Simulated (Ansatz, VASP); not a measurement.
## BaTa in VASP and in Ansatz

The input INCAR:

```
SYSTEM = BaTa
PREC     = Accurate       ! precision mode
ENCUT    = 500            ! plane-wave cutoff, eV
EDIFF    = 1E-6           ! SCF threshold, eV
ISMEAR   = 0              ! smearing method
SIGMA    = 0.1            ! smearing width, eV
LREAL    = .False.        ! projectors in reciprocal space
LASPH    = .True.         ! aspherical terms in the spheres
NELM     = 120            ! most SCF steps
ALGO     = Normal         ! electronic algorithm
ISIF     = 2              ! what is computed and relaxed
LWAVE    = .False.        ! write WAVECAR
LCHARG   = .True.         ! write CHGCAR
GGA      = PE             ! functional
LELF     = .True.         ! ELF
LVHAR    = .True.       
NBANDS   = 18             ! bands
GGA_COMPAT= .False.
```

The input KPOINTS:

```
Automatic mesh
0
Gamma
  6 6 4
  0 0 0
```

Contents of POSCAR:

```
BaTa
1.0
    3.5139595067      0.0000000000      0.0000000000
    0.0000000000      3.5139595067      0.0000000000
    0.0000000000      0.0000000000      4.6057969249
Ba Ta
1 1
Direct
    0.5000000000      0.5000000000      0.5000000000
    0.0000000000      0.0000000000      0.0000000000
```

Input for Ansatz:

```yaml
crystal:
  lattice:
    - [3.5139595067, 0.0, 0.0]
    - [0.0, 3.5139595067, 0.0]
    - [0.0, 0.0, 4.6057969249]
  atoms:
    - { symbol: Ba, position: [0.5, 0.5, 0.5] }
    - { symbol: Ta, position: [0.0, 0.0, 0.0] }
basis:
  ecutwfc: 420
kpoints:
  mp_grid: { grid: [6, 6, 4] }
hamiltonian:
  xc: pbe
scf:
  occupations: { method: gaussian, width: 0.1 }
  lower_state_search: "off"
output:
  forces: true
  stress: true
  eigenvalues: true
```

Alike in both runs: task single point; functional PBE; k mesh 6 × 6 × 4; occupations gaussian, width 0.1 eV; no spin polarisation.

|  | VASP | Ansatz |
| --- | --- | --- |
| version | VASP 6.6.1 | Ansatz 0.2.0 |
| potentials or method | VASP PAW PBE potentials, release 64 (Ba_sv, Ta_sv_GW), cutoff 500 eV | scalar-relativistic, plane waves, PAW |
| valence electrons in the cell | 23 | 23 |

VASP gave:

```
gap on the k mesh at the Fermi level (eV)                     : none
pressure (GPa)                                                : 0.6
traceless stress, the component that is largest in VASP (GPa) : 4.37
```

Q: Which values does Ansatz return?

A: gap on the k mesh at the Fermi level (eV): none; pressure (GPa): -0.3; traceless stress, the component that is largest in VASP (GPa): 4.51.

A gap of «none» marks a metal or a gap that the smearing closes. With one functional, cell and mesh, what is left measures potentials, basis and numerics.

Spin-orbit coupling is off throughout.
